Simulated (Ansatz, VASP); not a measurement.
# One calculation of Zn, two programs

```xyz
2
Lattice="0.0000 2.6015 2.6015 2.6015 0.0000 2.6015 2.6015 2.6015 0.0000" Properties=species:S:1:pos:R:3 pbc="T T T"
Zn   -0.6504   -0.6504   -0.6504
Zn    0.6504    0.6504    0.6504
```

Change from the starting cell: volume scaled by 0.78, PAW files.

Alike in both runs: task single point; functional PBEsol; k mesh 13 × 13 × 13; occupations fermi-dirac, width 0.05 eV; no spin polarisation.

```csv
,VASP,Ansatz
version,VASP 6.6.1,Ansatz 0.2.0
potentials or method,"VASP PAW PBE potentials, release 64 (Zn)","PAW with Ansatz's default frozen-core files, scalar-relativistic"
plane-wave cutoff (eV),520,420
valence electrons in the cell,24,24
```

```csv
,VASP,Ansatz,Ansatz less VASP
pressure (GPa),17.3,16.8,-0.58
```

VASP's potentials were made for PBE, not for PBEsol.
